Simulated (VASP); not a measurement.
Write the native input for VASP 6.6.1 that does the following.

```yaml
Task: electric field gradients
Functional: PBE
Potentials_or_basis: VASP PAW PBE potentials, release 64 (Sn_d, O)
Cutoff: 520 eV
k_mesh: 4 × 4 × 6
Occupations: fermi-dirac, width 0.03 eV
Spin: no spin polarisation
Dipole_correction: no
Further_INCAR_settings: ALGO = Normal; EDIFF = 1e-08; NBANDS = 35
```

The structure of SnO2 lies in POSCAR:

```
SnO2
1.0
    4.7373500000      0.0000000000      0.0000000000
    0.0000000000      4.7373500000      0.0000000000
    0.0000000000      0.0000000000      3.2501280000
Sn O
2 4
Direct
    0.0000000000      0.0000000000      0.0000000000
    0.5000000000      0.5000000000      0.5000000000
    0.3056200000      0.3056200000      0.0000000000
    0.1943800000      0.8056200000      0.5000000000
    0.6943800000      0.6943800000      0.0000000000
    0.8056200000      0.1943800000      0.5000000000
```

This cell differs from its parent crystal: zz strain of +2 %.

The input as run:

INCAR

```
PREC = Accurate
ENCUT = 520
EDIFF = 1E-8
ISMEAR = -1
SIGMA = 0.03
LREAL = False
LASPH = True
NELM = 120
ALGO = Normal
ISIF = 2
LWAVE = False
LCHARG = False
GGA = PE
LEFG = True
NBANDS = 35
GGA_COMPAT = False
```

KPOINTS

```
regular mesh
0
Gamma
  4 4 6
```

Potentials or basis: VASP PAW PBE potentials, release 64 (Sn_d, O).

Launch:

```console
$ cat potpaw_PBE.64/Sn_d/POTCAR potpaw_PBE.64/O/POTCAR > POTCAR
$ mpirun -np 1 vasp_std > vasp.out
```

It gave:

```yaml
Pressure: 6.4 GPa
Largest_force: 0.094 eV/Å
Band_gap_on_the_k_mesh: 0.95 eV
Largest_electric_field_gradient_by_atom: Sn +70.6; O -108.9 V/Å²
```

Caveat: the cell differs from its parent crystal (zz strain of +2 %); the cell stands under pressure; without QUAD_EFG the Cq values of the log hold for a quadrupole moment of 1 mb, not for the nuclei; spin-orbit coupling is left out, which moves the levels of the heavy elements.

It took 55 s on 1 thread of Intel(R) Xeon(R) Platinum 8375C CPU @ 2.90GHz (Ice Lake), with other jobs on the host, peak memory 0.19 GiB.
